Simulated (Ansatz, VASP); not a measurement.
**MgS in VASP and in Ansatz**

Contents of INCAR:

```
PREC = Accurate
ENCUT = 520
EDIFF = 1E-6
ISMEAR = 0
SIGMA = 0.05
LREAL = F
LASPH = T
NELM = 100
ALGO = Normal
ISIF = 2
LWAVE = F
LCHARG = T
GGA = PS
LELF = T
LVHAR = T
NBANDS = 16
```

KPOINTS

```
regular mesh
0
Gamma
  6 6 4
```

The input POSCAR:

```
MgS
1.0
    4.0346224068      0.0000000000      0.0000000000
   -2.0173112034      3.4940854990      0.0000000000
    0.0000000000      0.0000000000      6.4322941800
Mg S
2 2
Direct
    0.6666666667      0.3333333333      0.5229613171
    0.3333333333      0.6666666667      1.0229613171
    0.3333333333      0.6666666667      0.3792441500
    0.6666666667      0.3333333333      0.8792441500
```

Input for Ansatz:

```yaml
crystal:
  lattice:
    - [4.0346224068, 0.0, 0.0]
    - [-2.0173112034, 3.494085499, 0.0]
    - [0.0, 0.0, 6.43229418]
  atoms:
    - { symbol: Mg, position: [0.6666666667, 0.3333333333, 0.5229613171] }
    - { symbol: Mg, position: [0.3333333333, 0.6666666667, 1.0229613171] }
    - { symbol: S, position: [0.3333333333, 0.6666666667, 0.37924415] }
    - { symbol: S, position: [0.6666666667, 0.3333333333, 0.87924415] }
basis:
  ecutwfc: 420
kpoints:
  mp_grid: { grid: [6, 6, 4] }
hamiltonian:
  xc: pbesol
scf:
  occupations: { method: gaussian, width: 0.05 }
output:
  forces: true
  stress: true
  eigenvalues: true
```

Change from the starting cell: all Mg atoms moved +0.175 Å, as atom 1 along Cartesian [0 0 1].

Alike in both runs: task single point; functional PBEsol; k mesh 6 × 6 × 4; occupations gaussian, width 0.05 eV; no spin polarisation.

```csv
,VASP,Ansatz
version,VASP 6.6.1,Ansatz 0.2.0
potentials or method,"VASP PAW PBE potentials, release 64 (Mg, S), cutoff 520 eV","scalar-relativistic, plane waves, PAW"
valence electrons in the cell,16,32
```

|  | VASP | Ansatz | Ansatz less VASP |
| --- | --- | --- | --- |
| gap on the k mesh at the Fermi level (eV) | 3.31 | 3.30 | -0.003 |
| least direct gap on the mesh (eV) | 3.31 | 3.30 | -0.003 |
| pressure (GPa) | 0.5 | 0.6 | +0.07 |
| traceless stress, the component that is largest in VASP (GPa) | 5.60 | 5.57 | -0.036 |
| rms of the force components (eV/Å) | 0.692 | 0.689 | -0.0033 |

VASP's potentials were made for PBE, not for PBEsol. Atom by atom the forces differ by 0.003 eV/Å (rms over components). VASP's potentials hold 16 valence electrons a cell and Ansatz's 32, so a difference there can come from the potentials and not from the codes.
